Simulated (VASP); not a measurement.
A run of VASP 6.6.1 is set up as follows.

The input INCAR:

```
SYSTEM = AlNi
  PREC = Accurate
  ENCUT = 520
  EDIFF = 1E-6
  ISMEAR = -1
  SIGMA = 0.05
  LREAL = .FALSE.
  LASPH = .TRUE.
  NELM = 150
  ALGO = Normal
  ISIF = 2
  LWAVE = .FALSE.
  LCHARG = .FALSE.
  ISPIN = 2
  MAGMOM = 0 1
  LORBIT = 11
  LMAXMIX = 4
  GGA = CA
  NBANDS = 18
```

KPOINTS

```
regular mesh
0
G
  10 10 9
  0 0 0
```

POSCAR

```
AlNi
1.0
    1.9704815186     -1.9852152002      0.0000000000
    1.9704815186      1.9852152002      0.0000000000
    0.0000000000      0.0000000000      3.1502493602
Al Ni
1 1
Direct
    0.0000000000      0.0000000000      0.0000000000
    0.5000000000      0.5000000000      0.5000000000
```

Potentials or basis: VASP PAW LDA potentials, release 64 (Al, Ni).

The run is started by

```console
$ cat potpaw_LDA.64/Al/POTCAR potpaw_LDA.64/Ni/POTCAR > POTCAR
$ mpirun -np 1 vasp_std > vasp.out
```

(1) What does it give for the pressure?

(2) What does it give for the net moment?

Answers

(1) -11.8 GPa.

(2) 0.00 μB per cell.

Caveat: the cell stands under tension.
